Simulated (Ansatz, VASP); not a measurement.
## KTaO3: VASP beside Ansatz

The input INCAR:

```
PREC = Accurate
ENCUT = 520
EDIFF = 1E-7
ISMEAR = 0
SIGMA = 0.02
LREAL = F
LASPH = T
NELM = 80
ALGO = Normal
ISIF = 2
LWAVE = F
LCHARG = T
GGA = PE
LELF = T
LVHAR = T
NBANDS = 27
```

KPOINTS

```
Automatic mesh
0
Gamma
  8 8 8
```

Contents of POSCAR:

```
KTaO3
1.0
    4.0244193478      0.0000000000      0.0000000000
    0.0000000000      4.0244193478      0.0000000000
    0.0000000000      0.0000000000      4.0244193478
K Ta O
1 1 3
Direct
    0.0000000000      0.0000000000      0.0000000000
    0.5000000000      0.5000000000      0.5000000000
    0.5000000000      0.0000000000      0.5000000000
    0.5000000000      0.5000000000      0.0000000000
    0.0000000000      0.5000000000      0.5000000000
```

Input for Ansatz:

```yaml
crystal:
  lattice:
    - [4.0244193478, 0.0, 0.0]
    - [0.0, 4.0244193478, 0.0]
    - [0.0, 0.0, 4.0244193478]
  atoms:
    - { symbol: K, position: [0.0, 0.0, 0.0] }
    - { symbol: Ta, position: [0.5, 0.5, 0.5] }
    - { symbol: O, position: [0.5, 0.0, 0.5] }
    - { symbol: O, position: [0.5, 0.5, 0.0] }
    - { symbol: O, position: [0.0, 0.5, 0.5] }
basis:
  ecutwfc: 420
kpoints:
  mp_grid: { grid: [8, 8, 8] }
hamiltonian:
  xc: pbe
scf:
  occupations: { method: gaussian, width: 0.02 }
output:
  forces: false
  stress: false
  eigenvalues: true
  eigenstates:
    kpoints:
      - [0.5, 0.5, 0.5]
      - [0.512810125, 0.5, 0.5]
      - [0.487189875, 0.5, 0.5]
      - [0.5, 0.512810125, 0.5]
      - [0.5, 0.487189875, 0.5]
      - [0.5, 0.5, 0.512810125]
      - [0.5, 0.5, 0.487189875]
      - [0.509058126, 0.509058126, 0.5]
      - [0.490941874, 0.490941874, 0.5]
      - [0.509058126, 0.5, 0.509058126]
      - [0.490941874, 0.5, 0.490941874]
      - [0.5, 0.509058126, 0.509058126]
      - [0.5, 0.490941874, 0.490941874]
      - [0.507395929, 0.507395929, 0.507395929]
      - [0.492604071, 0.492604071, 0.492604071]
      - [0.0, 0.0, 0.0]
      - [0.012810125, 0.0, 0.0]
      - [-0.012810125, 0.0, 0.0]
      - [0.0, 0.012810125, 0.0]
      - [0.0, -0.012810125, 0.0]
      - [0.0, 0.0, 0.012810125]
      - [0.0, 0.0, -0.012810125]
      - [0.009058126, 0.009058126, 0.0]
      - [-0.009058126, -0.009058126, 0.0]
      - [0.009058126, 0.0, 0.009058126]
      - [-0.009058126, 0.0, -0.009058126]
      - [0.0, 0.009058126, 0.009058126]
      - [0.0, -0.009058126, -0.009058126]
      - [0.007395929, 0.007395929, 0.007395929]
      - [-0.007395929, -0.007395929, -0.007395929]
    e_range: [-3.66186, 3.66186]
checkpoint:
  read: start.run
  write: ck
  compress: false
  write_wavefunctions: false
  write_every: 100000
```

Alike in both runs: task single point; functional PBE; k mesh 8 × 8 × 8; occupations gaussian, width 0.02 eV; no spin polarisation.

|  | VASP | Ansatz |
| --- | --- | --- |
| version | VASP 6.6.1 | Ansatz 0.2.0 |
| potentials or method | VASP PAW PBE potentials, release 64 (K_sv, Ta_pv, O), cutoff 520 eV | scalar-relativistic, plane waves, PAW |
| valence electrons in the cell | 38 | 40 |

VASP gave:

```
gap on the k mesh at the Fermi level (eV) : 2.12
least direct gap on the mesh (eV)         : 2.75
```

What did Ansatz give for the same quantities?

gap on the k mesh at the Fermi level (eV): 2.16; least direct gap on the mesh (eV): 2.78.

VASP's potentials hold 38 valence electrons a cell and Ansatz's 40, so a difference there can come from the potentials and not from the codes.

Neither program's run includes spin-orbit coupling.
